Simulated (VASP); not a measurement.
Runs of VASP 6.6.1 on NaF. The structure is that of space group Fm-3m (No. 225), or close to it. The cells are those of the table. 

```csv
task,cell,gap on the mesh (eV),pressure (GPa)
single point,"a = 3.219 Å, angles 60.0°, 2 atoms",6.25,(b)
single point,"a = 3.302, b = 3.302, c = 3.286 Å, angles 60.2, 60.2, 59.7°, 2 atoms",5.86,-5.1
single point,"a = 3.269 Å, angles 60.7°, 2 atoms",5.89,-4.7
single point,"a = 3.319 Å, angles 58.7°, 2 atoms",5.88,-4.7
single point,"a = 3.241 Å, angles 60.0°, 2 atoms",6.13,-3.0
single point,"a = 3.297 Å, angles 60.0°, 2 atoms",5.86,-5.1
electric field gradients,"a = 3.241 Å, angles 60.0°, 2 atoms",6.13,-3.0
electric field gradients,"a = 3.329 Å, angles 60.0°, 2 atoms",(a),-6.1
electric field gradients,"a = 3.275 Å, angles 60.0°, 2 atoms",5.97,(c)
electric field gradients,"a = 3.302 Å, angles 59.3°, 2 atoms",5.90,-4.7
electric field gradients,"a = 3.264 Å, angles 60.0°, 2 atoms",6.02,-3.9
electric field gradients,"a = 3.286 Å, angles 60.0°, 2 atoms",5.91,-4.7
```

Alike in all rows: level LDA; potentials or basis VASP PAW LDA potentials, release 64 (Na_pv, F); no spin polarisation; k mesh 10 × 10 × 10; cutoff (eV) 520; smearing fermi-dirac 0.02 eV.

Estimate the missing entries.

(a) 5.71; (b) -1.9; (c) -4.3.

A k mesh can miss the band edges.
